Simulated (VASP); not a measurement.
Wanted: the native input for a VASP 6.6.1 run.

| Quantity | Value |
| --- | --- |
| Task | single point |
| Functional | r2SCAN |
| Potentials or basis | VASP PAW PBE potentials, release 64 (Ta_pv) |
| Cutoff | 520 eV |
| k mesh | 13 × 13 × 13 |
| Occupations | gaussian, width 0.01 eV |
| Spin | no spin polarisation |
| Dipole correction | no |
| Further INCAR settings | ALGO = Normal; EDIFF = 1e-06; NBANDS = 12 |

Crystal: Ta.

```
CELL_PARAMETERS angstrom
-1.65336 1.65336 1.65336
1.65336 -1.65336 1.65336
1.65336 1.65336 -1.65336
ATOMIC_POSITIONS crystal
Ta 0.00000 0.00000 0.00000
```

The input as run:

POSCAR

```
Ta
1.0
   -1.6533592789      1.6533592789      1.6533592789
    1.6533592789     -1.6533592789      1.6533592789
    1.6533592789      1.6533592789     -1.6533592789
Ta
1
Direct
    0.0000000000      0.0000000000      0.0000000000
```

INCAR.step1

```
SYSTEM = Ta
ALGO     = Normal         ! electronic algorithm
EDIFF    = 1E-4           ! SCF threshold, eV
ENCUT    = 520            ! plane-wave cutoff, eV
GGA      = PE             ! functional
ISMEAR   = 0              ! smearing method
LASPH    = .TRUE.         ! aspherical terms in the spheres
LCHARG   = .FALSE.        ! write CHGCAR
LREAL    = .FALSE.        ! projectors in reciprocal space
LWAVE    = .TRUE.         ! write WAVECAR
NBANDS   = 12             ! bands
NELM     = 80             ! most SCF steps
PREC     = Accurate       ! precision mode
SIGMA    = 0.01           ! smearing width, eV
```

INCAR.step2

```
SYSTEM = Ta
ALGO     = Normal         ! electronic algorithm
EDIFF    = 1E-6           ! SCF threshold, eV
ENCUT    = 520            ! plane-wave cutoff, eV
ISIF     = 2              ! what is computed and relaxed
ISMEAR   = 0              ! smearing method
ISTART   = 1            
LASPH    = .TRUE.         ! aspherical terms in the spheres
LCHARG   = .TRUE.         ! write CHGCAR
LELF     = .TRUE.         ! ELF
LMIXTAU  = .TRUE.       
LREAL    = .FALSE.        ! projectors in reciprocal space
LVHAR    = .TRUE.       
LWAVE    = .FALSE.        ! write WAVECAR
METAGGA  = R2SCAN         ! meta-GGA
NBANDS   = 12             ! bands
NELM     = 80             ! most SCF steps
PREC     = Accurate       ! precision mode
SIGMA    = 0.01           ! smearing width, eV
```

KPOINTS

```
k-points
0
G
  13 13 13
  0 0 0
```

Potentials or basis: VASP PAW PBE potentials, release 64 (Ta_pv).

Run with:

```bash
$ cat potpaw_PBE.64/Ta_pv/POTCAR > POTCAR
$ cp INCAR.step1 INCAR
$ mpirun -np 1 vasp_std > vasp.out
$ cp INCAR.step2 INCAR
$ mpirun -np 1 vasp_std > vasp.out
```

Results of the run:

- Pressure: 0.6 GPa
- Band gap on the k mesh: zero (an odd number of electrons rules out a gap without spin polarisation)

Caveat: the PAW data sets were made with another functional, which shifts forces and pressure a little; spin-orbit coupling is left out, which moves the levels of the heavy elements.

Wall time 47 s on 1 thread of AMD EPYC 9R45 (Zen 5), on a shared host, peak memory 0.12 GiB.
